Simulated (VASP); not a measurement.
Write the native input for VASP 6.6.1 that does the following.

- Task: single point
- Functional: PBE
- Potentials or basis: VASP PAW PBE potentials, release 64 (Co, O)
- Cutoff: 520 eV
- k mesh: 1 × 1 × 8
- Occupations: gaussian, width 0.05 eV
- Spin: collinear spin, ferromagnetic start
- Starting moments: [2.74, 2.74, 2.74, 2.74, 2.74, 2.74, 0.35, 0.35, 0.35, 0.35, 0.35, 0.35] μB
- Dipole correction: no
- Further INCAR settings: ALGO = Normal; EDIFF = 1e-06; NBANDS = 61

The structure of CoO lies in POSCAR:

```
CoO
1.0
   11.6000000000      0.0000000000      0.0000000000
    0.0000000000     12.3000000000      0.0000000000
    0.0000000000      0.0000000000      7.1866413003
Co O
6 6
Direct
    0.5868111257      0.5000000000     -0.0040266397
    0.4738154128      0.5000000000      0.3147280744
    0.4062641576      0.4062142897     -0.0804888155
    0.5497892721      0.5911040210      0.6726727962
    0.4062641576      0.5937857103     -0.0804888155
    0.5497892721      0.4088959790      0.6726727962
    0.3003246064      0.5000000000      0.8348070608
    0.6672378929      0.5000000000      0.7753044045
    0.4950016572      0.3938915393      0.1300481065
    0.4600932145      0.6081520957      0.4840281294
    0.4950016572      0.6061084607      0.1300481065
    0.4600932145      0.3918479043      0.4840281294
```

These files were run (other wordings do the same):

INCAR

```
PREC     = Accurate       # precision mode
ENCUT    = 520            # plane-wave cutoff, eV
EDIFF    = 1E-6           # SCF threshold, eV
ISMEAR   = 0              # smearing method
SIGMA    = 0.05           # smearing width, eV
LREAL    = F              # projectors in reciprocal space
LASPH    = T              # aspherical terms in the spheres
NELM     = 150            # most SCF steps
ALGO     = Normal         # electronic algorithm
ISIF     = 2              # what is computed and relaxed
LWAVE    = F              # write WAVECAR
LCHARG   = T              # write CHGCAR
ISPIN    = 2              # spin polarisation
MAGMOM   = 2.74 2.74 2.74 2.74 2.74 2.74 0.35 0.35 0.35 0.35 0.35 0.35 # initial moments
LORBIT   = 11             # projections on sites
LMAXMIX  = 4              # l up to which the mixer works
GGA      = PE             # functional
LVHAR    = T            
NBANDS   = 61             # bands
KPAR     = 2            
NCORE    = 2
```

KPOINTS

```
regular mesh
0
Gamma
  1 1 8
```

Potentials or basis: VASP PAW PBE potentials, release 64 (Co, O).

The run is started by

```sh
$ cat potpaw_PBE.64/Co/POTCAR potpaw_PBE.64/O/POTCAR > POTCAR
$ mpirun -np 4 vasp_std > vasp.out
```

It gave:

```yaml
Largest_force: 0.396 eV/Å
Band_gap_on_the_k_mesh: 0.06 eV (least direct gap 0.10 eV)
Net_moment: 12.00 μB per cell
Site_moments: Co +2.26, -1.25, +2.24, +2.09 (each value once); O +0.43, +0.27, +0.23 (each value once) μB
Valence_electrons_inside_the_program's_atomic_spheres: Co 8.14, 8.23, 8.15, 8.21 (each value once); O 4.92, 4.95, 4.93 (each value once)
```

Run time: 12 min on 4 MPI ranks on AMD EPYC 7R43 64-Core Processor (Zen 3) (shared host), peak memory 0.83 GiB a rank.
